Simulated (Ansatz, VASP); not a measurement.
**Re: VASP beside Ansatz**

```
CELL_PARAMETERS angstrom
0.00000 1.91575 1.91575
1.91575 0.00000 1.91575
1.91575 1.91575 0.00000
ATOMIC_POSITIONS crystal
Re 0.00000 0.00000 0.00000
```

Change from the starting cell: strain -0.030 along x and y, -0.030 along z, atoms carried along.

Alike in both runs: task single point; functional PBEsol; k mesh 20 × 20 × 20; occupations gaussian, width 0.15 eV; no spin polarisation.

|  | VASP | Ansatz |
| --- | --- | --- |
| version | VASP 6.6.1 | Ansatz 0.2.0 |
| potentials or method | VASP PAW PBE potentials, release 64 (Re), cutoff 520 eV | scalar-relativistic, plane waves, PAW |
| valence electrons in the cell | 7 | 15 |

VASP gave:

| Item | Value |
| --- | --- |
| gap on the k mesh at the Fermi level (eV) | none |
| pressure (GPa) | 16.3 |

Q: What did Ansatz give for the same quantities?

A: gap on the k mesh at the Fermi level (eV): none; pressure (GPa): 15.9.

VASP's potentials were made for PBE, not for PBEsol. A gap of «none» marks a metal or a gap that the smearing closes. VASP's potentials hold 7 valence electrons a cell and Ansatz's 15, so a difference there can come from the potentials and not from the codes.

Neither program's run includes spin-orbit coupling.
